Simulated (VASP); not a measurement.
# SiRu (P2_13) in VASP: notebook

Aim: see how the results for SiRu move with the level of theory and the settings. Levels: PBE, r2SCAN. Tasks: single point.

Everything below comes from runs of VASP 6.6.1. Logs are shortened: lines on timing, memory, paths and dates and some standing lists are left out, and cuts for length are marked.

### Step 1. The cell of the first run

Symmetry: P2_13, No. 198, cubic system. Conventional cell: a = 4.705 Å, b = 4.705 Å, c = 4.705 Å, α = 90.00°, β = 90.00°, γ = 90.00°. Within 3.1 Å of Si (site symmetry 3) lie 7 Ru at 2.38 to 2.70 Å and 6 Si at 2.92 Å. Ru (site symmetry 3) has 7 Si at 2.38 to 2.70 Å and 6 Ru at 2.88 Å within 3.1 Å.

### Step 2. Single point, PBE

Input file INCAR:

```
SYSTEM = SiRu
ALGO = Normal
EDIFF = 1E-6
ENCUT = 500
GGA = PE
GGA_COMPAT = .False.
ISIF = 2
ISMEAR = -1
LASPH = .True.
LCHARG = .False.
LREAL = .False.
LWAVE = .False.
NBANDS = 46
NELM = 120
PREC = Accurate
SIGMA = 0.02
```

Input file KPOINTS:

```
k-points
0
Gamma
  6 6 6
  0 0 0
```

Input file POSCAR:

```
SiRu
1.0
    4.7048235956      0.0000000000      0.0000000000
    0.0000000000      4.7048235956      0.0000000000
    0.0000000000      0.0000000000      4.7048235956
Si Ru
4 4
Direct
    0.1624240174      0.3375759826      0.6624240174
    0.3375759826      0.6624240174      0.1624240174
    0.6624240174      0.1624240174      0.3375759826
    0.8375759826      0.8375759826      0.8375759826
    0.8705990389      0.6294009611      0.3705990389
    0.6294009611      0.3705990389      0.8705990389
    0.3705990389      0.8705990389      0.6294009611
    0.1294009611      0.1294009611      0.1294009611
```

Potentials or basis: VASP PAW PBE potentials, release 64 (Si, Ru_pv).

The run is started by

```
$ cat potpaw_PBE.64/Si/POTCAR potpaw_PBE.64/Ru_pv/POTCAR > POTCAR
$ mpirun -np 1 vasp_std > vasp.out
```

OUTCAR:

```text
SYSTEM = SiRu
   EDIFF = 1E-6
   ENCUT = 500
   GGA = PE
   ISIF = 2
   ISMEAR = -1
   LASPH = .True.
   LREAL = .False.
   NELM = 120
   PREC = Accurate

 ion  position               nearest neighbor table
   1  0.162  0.338  0.662-   5 2.38   6 2.41   7 2.41   8 2.41   7 2.70   8 2.70   6 2.70   2 2.92
                             2 2.92   3 2.92   3 2.92   4 2.92   4 2.92
   2  0.338  0.662  0.162-   6 2.38   5 2.41   7 2.41   8 2.41   5 2.70   7 2.70   8 2.70   1 2.92
                             1 2.92   4 2.92   4 2.92   3 2.92   3 2.92
   3  0.662  0.162  0.338-   7 2.38   6 2.41   5 2.41   8 2.41   6 2.70   5 2.70   8 2.70   4 2.92
                             1 2.92   1 2.92   4 2.92   2 2.92   2 2.92
   4  0.838  0.838  0.838-   8 2.38   6 2.41   7 2.41   5 2.41   6 2.70   5 2.70   7 2.70   2 2.92
                             3 2.92   3 2.92   2 2.92   1 2.92   1 2.92
   5  0.871  0.629  0.371-   1 2.38   2 2.41   3 2.41   4 2.41   3 2.70   4 2.70   2 2.70   8 2.88
                             6 2.88   6 2.88   8 2.88   7 2.88   7 2.88
   6  0.629  0.371  0.871-   2 2.38   1 2.41   3 2.41   4 2.41   1 2.70   3 2.70   4 2.70   8 2.88
                             5 2.88   5 2.88   7 2.88   7 2.88   8 2.88
   7  0.371  0.871  0.629-   3 2.38   2 2.41   1 2.41   4 2.41   2 2.70   1 2.70   4 2.70   8 2.88
                             8 2.88   5 2.88   6 2.88   6 2.88   5 2.88
   8  0.129  0.129  0.129-   4 2.38   2 2.41   3 2.41   1 2.41   2 2.70   1 2.70   3 2.70   5 2.88
                             6 2.88   7 2.88   7 2.88   5 2.88   6 2.88

  LATTYP: Found a simple cubic cell.
 ALAT       =     4.7048235956

  Lattice vectors:

 A1 = (   4.7048235956,   0.0000000000,   0.0000000000)
 A2 = (   0.0000000000,   4.7048235956,   0.0000000000)
 A3 = (   0.0000000000,   0.0000000000,   4.7048235956)

Analysis of symmetry for initial positions (statically):
=====================================================================
 Subroutine PRICEL returns:
 Original cell was already a primitive cell.

 Routine SETGRP: Setting up the symmetry group for a
 simple cubic supercell.

 Subroutine GETGRP returns: Found 12 space group operations
 (whereof  3 operations were pure point group operations)
 out of a pool of 48 trial point group operations.

The static configuration has the point symmetry C_3 .
 The point group associated with its full space group is T   .

Analysis of symmetry for dynamics (positions and initial velocities):
=====================================================================
 Subroutine PRICEL returns:
 Original cell was already a primitive cell.

 Routine SETGRP: Setting up the symmetry group for a
 simple cubic supercell.

 Subroutine GETGRP returns: Found 12 space group operations
 (whereof  3 operations were pure point group operations)
 out of a pool of 48 trial point group operations.

The dynamic configuration has the point symmetry C_3 .
 The point group associated with its full space group is T   .

 Subroutine INISYM returns: Found 12 space group operations
 (whereof  3 operations are pure point group operations),
 and found     1 'primitive' translations

----------------------------------------------------------------------------------------

                                     Primitive cell

  volume of cell :     104.1430

  direct lattice vectors                    reciprocal lattice vectors
     4.704823596  0.000000000  0.000000000     0.212547820  0.000000000  0.000000000
     0.000000000  4.704823596  0.000000000     0.000000000  0.212547820  0.000000000
     0.000000000  0.000000000  4.704823596     0.000000000  0.000000000  0.212547820

  length of vectors
     4.704823596  4.704823596  4.704823596     0.212547820  0.212547820  0.212547820

  position of ions in fractional coordinates (direct lattice)
     0.162424017  0.337575983  0.662424017
     0.337575983  0.662424017  0.162424017
     0.662424017  0.162424017  0.337575983
     0.837575983  0.837575983  0.837575983
     0.870599039  0.629400961  0.370599039
     0.629400961  0.370599039  0.870599039
     0.370599039  0.870599039  0.629400961
     0.129400961  0.129400961  0.129400961

  ion indices of the primitive-cell ions
   primitive index   ion index
                 1           1
                 2           2
                 3           3
                 4           4
                 5           5
                 6           6
                 7           7
                 8           8

----------------------------------------------------------------------------------------

 KPOINTS: k-points

Automatic generation of k-mesh.
 Grid dimensions read from file:
 generate k-points for:    6    6    6

 Generating k-lattice:

  Cartesian coordinates                     Fractional coordinates (reciprocal lattice)
     0.035424637  0.000000000  0.000000000     0.166666667  0.000000000  0.000000000
     0.000000000  0.035424637  0.000000000     0.000000000  0.166666667  0.000000000
     0.000000000  0.000000000  0.035424637     0.000000000  0.000000000  0.166666667

  Length of vectors
     0.035424637  0.035424637  0.035424637

  Shift w.r.t. Gamma in fractional coordinates (k-lattice)
     0.000000000  0.000000000  0.000000000

 Subroutine IBZKPT returns following result:
 ===========================================

 Found     24 irreducible k-points:

 Following reciprocal coordinates:
            Coordinates               Weight
  0.000000  0.000000  0.000000      1.000000
  0.166667  0.000000  0.000000      6.000000
  0.333333  0.000000  0.000000      6.000000
  0.500000  0.000000  0.000000      3.000000
  0.166667  0.166667  0.000000     12.000000
  0.333333  0.166667  0.000000     12.000000
[... 16 lines left out ...]
  0.500000  0.500000  0.333333      6.000000
  0.500000  0.500000  0.500000      1.000000
   k-points           NKPTS =     24   k-points in BZ     NKDIM =     24   number of bands    NBANDS=     46
   number of dos      NEDOS =    301   number of ions     NIONS =      8
   total plane-waves  NPLWV =  46656
   dimension x,y,z NGX =    36 NGY =   36 NGZ =   36
   dimension x,y,z NGXF=    72 NGYF=   72 NGZF=   72
   ions per type =               4   4
   NGX,Y,Z   is equivalent  to a cutoff of  12.72, 12.72, 12.72 a.u.
   NGXF,Y,Z  is equivalent  to a cutoff of  25.44, 25.44, 25.44 a.u.
 SYSTEM =  SiRu
   PREC   = accura    normal or accurate (medium, high low for compatibility)
   ISTART =      0    job   : 0-new  1-cont  2-samecut
   ICHARG =      2    charge: 1-file 2-atom 10-const
   ISPIN  =      1    spin polarized calculation?
   LNONCOLLINEAR =      F non collinear calculations
   LSORBIT =      F    spin-orbit coupling
   LASPH  =      T    aspherical Exc in radial PAW
   ENCUT  =  500.0 eV  36.75 Ry    6.06 a.u.   8.58  8.58  8.58*2*pi/ulx,y,z
   NELM   =    120;   NELMIN=  2; NELMDL= -5     # of ELM steps
   EDIFF  = 0.1E-05   stopping-criterion for ELM
   LREAL  =      F    real-space projection
   EDIFFG = 0.1E-04   stopping-criterion for IOM
   NSW    =      0    number of steps for IOM
   IBRION =     -1    ionic relax: 0-MD 1-quasi-New 2-CG
   NFREE  =      0    steps in history (QN), initial steepest desc. (CG)
   ISIF   =      2    stress and relaxation
   ISYM   =      2    0-nonsym 1-usesym 2-fastsym
   POTIM  = 0.5000    time-step for ionic-motion
   TEBEG  =    0.0;   TEEND  =   0.0 temperature during run
   PSTRESS=    0.0 pullay stress
   NELECT =      72.0000    total number of electrons
   NUPDOWN=      -1.0000    fix difference up-down
   EMIN   =  10.00;   EMAX   =-10.00  energy-range for DOS
   EFERMI =   0.00;   METHOD = LEGACY
   ISMEAR =    -1;   SIGMA  =   0.02  broadening in eV -4-tet -1-fermi 0-gaus
   EFERMI_NEDOS =   21; number of points for ismear=-14 and -15
   IALGO  =     38    algorithm
   IMIX   =      4    mixing-type and parameters
     AMIX     =   0.40;   BMIX     =  1.00
     AMIX_MAG =   1.60;   BMIX_MAG =  1.00
  volume/ion in A,a.u.               =      13.02        87.85
  Fermi-wavevector in a.u.,A,eV,Ry     =   1.447579  2.735528 28.510810  2.095485
  Thomas-Fermi vector in A             =   2.565518
   LORBIT       =      0    0 simple, 1 ext, 2 COOP (PROOUT), +10 PAW based schemes
   GGA     = PE    functional components
   LHFCALC =     F    Hartree Fock is set to
   AEXX    =    0.0000 exact exchange contribution
   IVDW    =     0    specifies the selected vdW correction
   LEPSILON=     F    determine dielectric tensor
   LRPA    =     F    only Hartree local field effects (RPA)
 non-spin polarized calculation
  energy-cutoff  :      500.00
  volume of cell :      104.14
 maximum number of plane-waves:      2680
 NGX is ok and might be reduce to    36
   NGX = 17   NGY = 17   NGZ = 17

 number of electron      72.0000012 magnetization

 Free energy of the ion-electron system (eV)
  ---------------------------------------------------
  ext. energy  EPLUGINS =         0.00000000
  ---------------------------------------------------
  free energy    TOTEN  =       -63.65132909 eV

  energy without entropy =      -63.65124418  energy(sigma->0) =      -63.65128663

 E-fermi :  12.3965     XC(G=0): -12.9451

 val. band max:       12.2732238017   @ k =   0.1667   0.0000   0.0000
 cond. band min:      12.5422595413   @ k =  -0.1667   0.3333   0.0000
 fundamental gap:      0.2690357397
 Fermi energy:        12.3965101924

 k-point     1 :       0.0000    0.0000    0.0000
  band No.  band energies     occupation
      1     -30.6504      2.00000
      2     -30.6504      2.00000
      3     -30.6504      2.00000
      4     -30.4709      2.00000
      5     -30.4622      2.00000
      6     -30.4622      2.00000
[... 38 lines left out ...]
     45      17.6868      0.00000
     46      17.6868      0.00000

 k-point     2 :       0.1667    0.0000    0.0000
  band No.  band energies     occupation
      1     -30.6719      2.00000
      2     -30.6550      2.00000
      3     -30.6185      2.00000
      4     -30.4927      2.00000
      5     -30.4835      2.00000
      6     -30.4683      2.00000
[... 38 lines left out ...]
     45      17.3861      0.00000
     46      17.4931      0.00000

 k-point     3 :       0.3333    0.0000    0.0000
  band No.  band energies     occupation
      1     -30.6802      2.00000
      2     -30.6659      2.00000
      3     -30.5813      2.00000
      4     -30.5116      2.00000
      5     -30.5061      2.00000
      6     -30.4843      2.00000
[... 38 lines left out ...]
     45      17.2856      0.00000
     46      17.4967      0.00000

 k-point     4 :       0.5000    0.0000    0.0000
  band No.  band energies     occupation
      1     -30.6766      2.00000
      2     -30.6766      2.00000
      3     -30.5447      2.00000
      4     -30.5447      2.00000
      5     -30.5011      2.00000
      6     -30.5011      2.00000
[... 920 lines left out ...]
     45      17.9010      0.00000
     46      17.9010      0.00000

 k-point    23 :       0.5000    0.5000    0.3333
  band No.  band energies     occupation
      1     -30.6443      2.00000
      2     -30.6443      2.00000
      3     -30.6093      2.00000
      4     -30.6093      2.00000
      5     -30.4522      2.00000
      6     -30.4522      2.00000
[... 38 lines left out ...]
     45      17.7355      0.00000
     46      17.7355      0.00000

 k-point    24 :       0.5000    0.5000    0.5000
  band No.  band energies     occupation
      1     -30.6312      2.00000
      2     -30.6312      2.00000
      3     -30.6312      2.00000
      4     -30.6312      2.00000
      5     -30.4193      2.00000
      6     -30.4193      2.00000
[... 38 lines left out ...]
     45      18.1054      0.00000
     46      18.1054      0.00000

------------------------ aborting loop because EDIFF is reached ----------------------------------------

  FORCE on cell =-STRESS in cart. coord.  units (eV):
  Direction    XX          YY          ZZ          XY          YZ          ZX
  --------------------------------------------------------------------------------------
  -------------------------------------------------------------------------------------
  Total        3.2325741      3.2325741      3.2325741      0.0000000      0.0000000      0.0000000
  in kB       49.7312119     49.7312119     49.7312119      0.0000000      0.0000000      0.0000000
  external PRESSURE =      49.7312119 kB  Pullay stress =       0.0000000 kB

 VOLUME and BASIS-vectors are now :
 -----------------------------------------------------------------------------
  energy-cutoff  :      500.00
  volume of cell :      104.14
      direct lattice vectors                 reciprocal lattice vectors
     4.704823596  0.000000000  0.000000000     0.212547820  0.000000000  0.000000000
     0.000000000  4.704823596  0.000000000     0.000000000  0.212547820  0.000000000
     0.000000000  0.000000000  4.704823596     0.000000000  0.000000000  0.212547820

 POSITION                                       TOTAL-FORCE (eV/Angst)
 -----------------------------------------------------------------------------------
      0.76418      1.58824      3.11659        -0.044350      0.044350     -0.044350
      1.58824      3.11659      0.76418         0.044350     -0.044350     -0.044350
      3.11659      0.76418      1.58824        -0.044350     -0.044350      0.044350
      3.94065      3.94065      3.94065         0.044350      0.044350      0.044350
      4.09601      2.96122      1.74360        -0.074251      0.074251     -0.074251
      2.96122      1.74360      4.09601         0.074251     -0.074251     -0.074251
      1.74360      4.09601      2.96122        -0.074251     -0.074251      0.074251
      0.60881      0.60881      0.60881         0.074251      0.074251      0.074251
 -----------------------------------------------------------------------------------
    total drift:                               -0.000000     -0.000000      0.000000

  FREE ENERGIE OF THE ION-ELECTRON SYSTEM (eV)
  ---------------------------------------------------
  free  energy   TOTEN  =       -63.6513290884 eV

  energy  without entropy=      -63.6512441783  energy(sigma->0) =      -63.65128663
```

Run time: 84 s. Hardware: 1 thread of Intel Xeon 8259CL, shared host; peak memory 0.25 GiB.

Results:

- Free energy: -63.6513 eV
- Pressure: 5.0 GPa
- Largest force: 0.129 eV/Å
- Band gap on the k mesh: 0.27 eV (least direct gap 0.33 eV)

Forces in eV/Å, atoms in the order of the input:
```
Si  -0.044  0.044 -0.044
Si   0.044 -0.044 -0.044
Si  -0.044 -0.044  0.044
Si   0.044  0.044  0.044
Ru  -0.074  0.074 -0.074
Ru   0.074 -0.074 -0.074
Ru  -0.074 -0.074  0.074
Ru   0.074  0.074  0.074
```

Caveat: the cell stands under pressure. A k mesh can miss the band edges.

(Continued in part 2 of 2.)
